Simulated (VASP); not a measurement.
# HfN (P-6m2) in VASP: a series of runs

The runs below take HfN through relaxation of shape and atoms at fixed volume, with r2SCAN.

Everything below comes from runs of VASP 6.6.1. Logs are shortened: lines on timing, memory, paths and dates and some standing lists are left out, and cuts for length are marked.

**1. The cell of the first run**

The structure is hexagonal, space group P-6m2 (No. 187). The conventional cell has a = 3.077 Å, b = 3.077 Å, c = 2.879 Å, α = 90.00°, β = 90.00°, γ = 120.00°. Hf (site symmetry -6m2) has 6 N at 2.29 Å and 8 Hf at 2.88 to 3.08 Å within 3.1 Å. N (site symmetry -6m2) has 6 Hf at 2.29 Å and 8 N at 2.88 to 3.08 Å within 3.1 Å.

**2. Relaxation of shape and atoms at fixed volume, r2SCAN (11.81 Å³/atom)**

Input file POSCAR:

```
HfN
1.0
    3.0772353041      0.0000000000      0.0000000000
   -1.5386176521      2.6649639468      0.0000000000
    0.0000000000      0.0000000000      2.8793190683
Hf N
1 1
Direct
    0.0000000000      0.0000000000      0.0000000000
    0.6666666667      0.3333333333      0.5000000000
```

Input file INCAR.step1:

```
ALGO = Normal ; EDIFF = 1E-4
ENCUT = 600 ; GGA = PE
ISMEAR = 0 ; LASPH = True
LCHARG = False ; LREAL = False
LWAVE = True ; NELM = 60
PREC = Accurate ; SIGMA = 0.05
```

Input file INCAR.step2:

```
ALGO = Normal ; EDIFF = 1E-6
EDIFFG = -0.01 ; ENCUT = 600
IBRION = 2 ; ISIF = 4
ISMEAR = 0 ; ISTART = 1
LASPH = True ; LCHARG = False
LMIXTAU = True ; LREAL = False
LWAVE = False ; METAGGA = R2SCAN
NELM = 60 ; NSW = 60
PREC = Accurate ; SIGMA = 0.05
```

Input file KPOINTS:

```
k-points
0
Gamma
  12 12 12
```

Potentials or basis: VASP PAW PBE potentials, release 64 (Hf_pv, N).

Launch:

```sh
> cat potpaw_PBE.64/Hf_pv/POTCAR potpaw_PBE.64/N/POTCAR > POTCAR
> cp INCAR.step1 INCAR
> mpirun -np 1 vasp_std > vasp.out
> cp INCAR.step2 INCAR
> mpirun -np 1 vasp_std > vasp.out
```

OUTCAR:

```text
EDIFF = 1E-6
   EDIFFG = -0.01
   ENCUT = 600
   IBRION = 2
   ISIF = 4
   ISMEAR = 0
   ISTART = 1
   LASPH = True
   LREAL = False
   METAGGA = R2SCAN
   NELM = 60
   NSW = 60
   PREC = Accurate

 ion  position               nearest neighbor table
   1  0.000  0.000  0.000-   2 2.29   2 2.29   2 2.29   2 2.29   2 2.29   2 2.29
   2  0.667  0.333  0.500-   1 2.29   1 2.29   1 2.29   1 2.29   1 2.29   1 2.29

  LATTYP: Found a hexagonal cell.
 ALAT       =     3.0772353041
 C/A-ratio  =     0.9356837498

  Lattice vectors:

 A1 = (   3.0772353041,   0.0000000000,   0.0000000000)
 A2 = (  -1.5386176521,   2.6649639468,   0.0000000000)
 A3 = (   0.0000000000,   0.0000000000,   2.8793190683)

Analysis of symmetry for initial positions (statically):
=====================================================================
 Subroutine PRICEL returns:
 Original cell was already a primitive cell.

 Routine SETGRP: Setting up the symmetry group for a
 hexagonal supercell.

 Subroutine GETGRP returns: Found 12 space group operations
 (whereof 12 operations were pure point group operations)
 out of a pool of 24 trial point group operations.

The static configuration has the point symmetry D_3h.

Analysis of symmetry for dynamics (positions and initial velocities):
=====================================================================
 Subroutine PRICEL returns:
 Original cell was already a primitive cell.

 Routine SETGRP: Setting up the symmetry group for a
 hexagonal supercell.

 Subroutine GETGRP returns: Found 12 space group operations
 (whereof 12 operations were pure point group operations)
 out of a pool of 24 trial point group operations.

The dynamic configuration has the point symmetry D_3h.

 Subroutine INISYM returns: Found 12 space group operations
 (whereof 12 operations are pure point group operations),
 and found     1 'primitive' translations

----------------------------------------------------------------------------------------

                                     Primitive cell

  volume of cell :      23.6125

  direct lattice vectors                    reciprocal lattice vectors
     3.077235304  0.000000000  0.000000000     0.324967024  0.187619799  0.000000000
    -1.538617652  2.664963947  0.000000000     0.000000000  0.375239598  0.000000000
     0.000000000  0.000000000  2.879319068     0.000000000  0.000000000  0.347304337

  length of vectors
     3.077235304  3.077235304  2.879319068     0.375239598  0.375239598  0.347304337

  position of ions in fractional coordinates (direct lattice)
[... 101 lines left out ...]
  Fermi-wavevector in a.u.,A,eV,Ry     =   1.407315  2.659440 26.946820  1.980535
  Thomas-Fermi vector in A             =   2.529587
   LORBIT       =      0    0 simple, 1 ext, 2 COOP (PROOUT), +10 PAW based schemes
   METAGGA = R2SCAN    functional components
   LHFCALC =     F    Hartree Fock is set to
   AEXX    =    0.0000 exact exchange contribution
   IVDW    =     0    specifies the selected vdW correction
   LEPSILON=     F    determine dielectric tensor
   LRPA    =     F    only Hartree local field effects (RPA)
 conjugate gradient relaxation of ions
 non-spin polarized calculation
 Gauss-broadening in eV      SIGMA  =   0.05
  energy-cutoff  :      600.00
  volume of cell :       23.61
 maximum number of plane-waves:       822
 NGX is ok and might be reduce to    28
   NGX = 13   NGY = 13   NGZ = 11

--------------------------------------- Ionic step        1  -------------------------------------------

 number of electron      14.9999999 magnetization

 Free energy of the ion-electron system (eV)
  ---------------------------------------------------
  ext. energy  EPLUGINS =         0.00000000
  ---------------------------------------------------
  free energy    TOTEN  =       -57.42079146 eV

  energy without entropy =      -57.41797471  energy(sigma->0) =      -57.41938309

------------------------ aborting loop because EDIFF is reached ----------------------------------------

  FORCE on cell =-STRESS in cart. coord.  units (eV):
  Direction    XX          YY          ZZ          XY          YZ          ZX
  --------------------------------------------------------------------------------------
  -------------------------------------------------------------------------------------
  Total       -0.0000679     -0.0000679      0.1175723      0.0000000      0.0000000      0.0000000
  in kB       -0.0046082     -0.0046082      7.9776281      0.0000000      0.0000000      0.0000000
  external PRESSURE =       2.6561372 kB  Pullay stress =       0.0000000 kB
[... 59 lines left out ...]
--------------------------------------- Ionic step        3  -------------------------------------------

 number of electron      14.9999999 magnetization

 Free energy of the ion-electron system (eV)
  ---------------------------------------------------
  ext. energy  EPLUGINS =         0.00000000
  ---------------------------------------------------
  free energy    TOTEN  =       -57.42084860 eV

  energy without entropy =      -57.41801829  energy(sigma->0) =      -57.41943345

 E-fermi :   7.0586     XC(G=0): -13.3771

 val. band max:        7.0523885262   @ k =   0.3333   0.0000   0.4167
 cond. band min:       7.0599764175   @ k =   0.4167   0.1667   0.1667
 fundamental gap:      0.0075878913
 Fermi energy:         7.0585828319

 k-point     1 :       0.0000    0.0000    0.0000
  band No.  band energies     occupation
      1     -24.3675      2.00000
      2     -24.3675      2.00000
      3     -24.1498      2.00000
      4     -10.2061      2.00000
      5       3.2947      2.00000
      6       3.2947      2.00000
      7       4.7183      2.00000
      8       5.2365      2.00000
      9       9.5969      0.00000
     10      12.3045      0.00000
     11      12.3045      0.00000
[... 309 lines left out ...]
 k-point    24 :       0.3333    0.0000    0.0833
  band No.  band energies     occupation
      1     -25.1167      2.00000
      2     -24.5221      2.00000
      3     -24.1321      2.00000
      4      -8.7106      2.00000
      5       0.6204      2.00000
      6       3.5632      2.00000
      7       4.1685      2.00000
      8       5.8997      2.00000
      9      11.1626      0.00000
     10      12.1457      0.00000
     11      13.3042      0.00000

 [... further k-points ...]

------------------------ aborting loop because EDIFF is reached ----------------------------------------

  FORCE on cell =-STRESS in cart. coord.  units (eV):
  Direction    XX          YY          ZZ          XY          YZ          ZX
  --------------------------------------------------------------------------------------
  -------------------------------------------------------------------------------------
  Total        0.0317500      0.0317500      0.0319517     -0.0000000      0.0000000      0.0000000
  in kB        2.1543284      2.1543284      2.1680170     -0.0000000      0.0000000      0.0000000
  external PRESSURE =       2.1588913 kB  Pullay stress =       0.0000000 kB
[... 17 lines left out ...]
  FREE ENERGIE OF THE ION-ELECTRON SYSTEM (eV)
  ---------------------------------------------------
  free  energy   TOTEN  =       -57.4208486025 eV

  energy  without entropy=      -57.4180182923  energy(sigma->0) =      -57.41943345

 reached required accuracy - stopping structural energy minimisation
```

Run time: 10 min. Hardware: 1 thread of Intel Xeon 8259CL, shared host; peak memory 0.2 GiB.

What came out:

- Free energy: -57.4208 eV
- Energy gained by relaxing: 0.0 meV/atom
- Ionic steps: 3
- Pressure after relaxing: 0.2 GPa
- Band gap on the k mesh: zero (an odd number of electrons rules out a gap without spin polarisation)

Final structure:
```xyz
2
Lattice="3.0758 0.0000 0.0000 -1.5379 2.6637 0.0000 0.0000 0.0000 2.8820" Properties=species:S:1:pos:R:3 pbc="T T T"
Hf    0.0000    0.0000    2.8820
N     1.5379    0.8879    1.4410
```

Caveat: the PAW data sets were made with another functional, which shifts forces and pressure a little; spin-orbit coupling is left out, which moves the levels of the heavy elements.

**3. Relaxation of shape and atoms at fixed volume, r2SCAN (11.92 Å³/atom)**

This run uses another cell than the first one, of 11.92 Å³/atom.

Input file POSCAR:

```
HfN
1.0
    3.0846701921      0.0000000000      0.0000000000
   -1.5423350961      2.6714027486      0.0000000000
    0.0000000000      0.0000000000      2.8922957189
Hf N
1 1
Direct
    0.0000000000      0.0000000000      0.0000000000
    0.6666666667      0.3333333333      0.5000000000
```

Input file INCAR.step1:

```
SYSTEM = HfN
  PREC = Accurate
  ENCUT = 600
  ISMEAR = 0
  SIGMA = 0.05
  LREAL = .FALSE.
  LASPH = .TRUE.
  NELM = 60
  GGA = PE
  ALGO = Normal
  EDIFF = 1E-4
  LWAVE = .TRUE.
  LCHARG = .FALSE.
```

Input file INCAR.step2:

```
SYSTEM = HfN
  PREC = Accurate
  ENCUT = 600
  EDIFF = 1E-7
  ISMEAR = 0
  SIGMA = 0.05
  LREAL = .FALSE.
  LASPH = .TRUE.
  NELM = 60
  ALGO = Normal
  ISIF = 4
  LWAVE = .FALSE.
  LCHARG = .FALSE.
  METAGGA = R2SCAN
  LMIXTAU = .TRUE.
  IBRION = 2
  NSW = 60
  EDIFFG = -0.01
  ISTART = 1
```

Input file KPOINTS:

```
Automatic mesh
0
G
  12 12 12
  0 0 0
```

Potentials or basis: VASP PAW PBE potentials, release 64 (Hf_pv, N).

Launch:

```sh
> cat potpaw_PBE.64/Hf_pv/POTCAR potpaw_PBE.64/N/POTCAR > POTCAR
> cp INCAR.step1 INCAR
> mpirun -np 1 vasp_std > vasp.out
> cp INCAR.step2 INCAR
> mpirun -np 1 vasp_std > vasp.out
```

Run time: 10 min. Hardware: 1 thread of Intel Xeon 8259CL, shared host; peak memory 0.2 GiB.

It converged, with:

```yaml
Free_energy: -57.4197 eV
Energy_gained_by_relaxing: 0.0 meV/atom
Ionic_steps: 3
Pressure_after_relaxing: -2.1 GPa
Band_gap_on_the_k_mesh: zero (an odd number of electrons rules out a gap without spin polarisation)
```

Final structure:
```
Hf N
1.0
     3.08611    0.00000    0.00000
    -1.54306    2.67265    0.00000
     0.00000    0.00000    2.88959
Hf N
1 1
Direct
  0.00000 0.00000 0.00000
  0.66667 0.33333 0.50000
```

Levels at points of the mesh, in eV from the Fermi level:
```csv
k point,band 3,band 4,band 5,band 6,band 7,band 8,band 9,band 10,band 11
"(0.00, 0.00, 0.00)",-31.24,-17.21,-3.74,-3.74,-2.31,-1.82,2.46,5.20,5.20
"(0.50, 0.00, 0.00)",-31.12,-15.30,-7.01,-3.57,-2.51,-1.76,5.07,5.33,6.72
"(0.00, 0.00, 0.50)",-31.35,-14.75,-8.06,-2.93,-2.93,1.69,1.69,4.04,4.69
"(0.50, 0.00, 0.50)",-31.54,-15.47,-6.10,-4.99,-4.64,0.78,5.44,6.87,8.23
```

Caveat: the PAW data sets were made with another functional, which shifts forces and pressure a little; spin-orbit coupling is left out, which moves the levels of the heavy elements.
